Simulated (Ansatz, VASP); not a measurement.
One calculation of Sc, two programs

Contents of INCAR:

```
SYSTEM = Sc
PREC = Accurate ; ENCUT = 520
EDIFF = 1E-7 ; ISMEAR = 0
SIGMA = 0.1 ; LREAL = .False.
LASPH = .True. ; NELM = 60
ALGO = Normal ; ISIF = 2
LWAVE = .False. ; LCHARG = .False.
GGA = PE ; NBANDS = 12
```

File KPOINTS:

```
Automatic mesh
0
Gamma
  14 14 14
  0 0 0
```

Contents of POSCAR:

```
Sc
1.0
    0.0000000000      2.2887775250      2.3228350250
    2.2887775250      0.0000000000      2.3228350250
    2.2887775250      2.2887775250      0.0000000000
Sc
1
Direct
    0.0000000000      0.0000000000      0.0000000000
```

Input for Ansatz:

```yaml
crystal:
  lattice:
    - [0.0, 2.288777525, 2.322835025]
    - [2.288777525, 0.0, 2.322835025]
    - [2.288777525, 2.288777525, 0.0]
  atoms:
    - { symbol: Sc, position: [0.0, 0.0, 0.0] }
basis:
  ecutwfc: 420
kpoints:
  mp_grid: { grid: [14, 14, 14] }
hamiltonian:
  xc: pbe
scf:
  occupations: { method: gaussian, width: 0.1 }
output:
  forces: true
  stress: true
  eigenvalues: true
```

Alike in both runs: task single point; functional PBE; k mesh 14 × 14 × 14; occupations gaussian, width 0.1 eV; no spin polarisation.

|  | VASP | Ansatz |
| --- | --- | --- |
| version | VASP 6.6.1 | Ansatz 0.2.0 |
| potentials or method | VASP PAW PBE potentials, release 64 (Sc_sv), cutoff 520 eV | scalar-relativistic, plane waves, PAW |
| valence electrons in the cell | 11 | 11 |

```tsv
	VASP	Ansatz	Ansatz less VASP
gap on the k mesh at the Fermi level (eV)	none	none	-
pressure (GPa)	0.7	0.7	-0.03
traceless stress, the component that is largest in VASP (GPa)	-0.30	-0.30	0.000
```

A gap of «none» marks a metal or a gap that the smearing closes. The functional is the same, so the differences come from potentials, cutoffs and numerics.
